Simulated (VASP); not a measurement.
# CuGe3W2: single point with r2SCAN

The system is CuGe3W2.

```
CELL_PARAMETERS angstrom
3.56054 0.00000 0.00000
0.00000 3.56054 0.00000
0.00000 0.00000 7.84421
ATOMIC_POSITIONS crystal
Ge 0.00000 0.50000 0.38350
Ge 0.50000 0.00000 0.61650
Ge 0.50000 0.50000 0.00000
W 0.00000 0.50000 0.73150
W 0.50000 0.00000 0.26850
Cu 0.00000 0.00000 0.00000
```

```json
{
 "Program": "VASP 6.6.1",
 "Task": "single point",
 "Functional": "r2SCAN",
 "Potentials or basis": "VASP PAW PBE potentials, release 64 (Ge_d, W_sv, Cu)",
 "Cutoff": "520 eV",
 "k mesh": "9 × 9 × 5",
 "Occupations": "fermi-dirac, width 0.1 eV",
 "Spin": "no spin polarisation",
 "Dipole correction": "no",
 "Further INCAR settings": "ALGO = Normal; EDIFF = 1e-06; NBANDS = 50"
}
```

```json
{"Pressure": "-11.5 GPa", "Largest force": "0.581 eV/Å", "Band gap on the k mesh": "zero (an odd number of electrons rules out a gap without spin polarisation)"}
```

Forces in eV/Å, atoms in the order of the input:
```
Ge   0.000  0.000 -0.082
Ge   0.000  0.000  0.082
Ge   0.000  0.000  0.000
W    0.000  0.000  0.581
W    0.000  0.000 -0.581
Cu   0.000  0.000  0.000
```

Stress tensor (GPa, compression positive):
```
-13.06   0.00   0.00
  0.00 -13.06   0.00
  0.00   0.00  -8.25
```

Levels at points of the mesh, in eV from the Fermi level:
```csv
k point,band 37,band 38,band 39,band 40,band 41,band 42,band 43,band 44
"(0.00, 0.00, 0.00)",-1.77,0.13,0.13,0.64,0.64,0.74,0.79,1.26
```

Run time: 7.1 min on 1 thread of AMD EPYC 9R45 96-Core Processor (Zen 5), on a shared host, peak memory 0.32 GiB.

Caveat: the cell stands under tension; the PAW data sets were made with another functional, which shifts forces and pressure a little; spin-orbit coupling is left out, which moves the levels of the heavy elements.
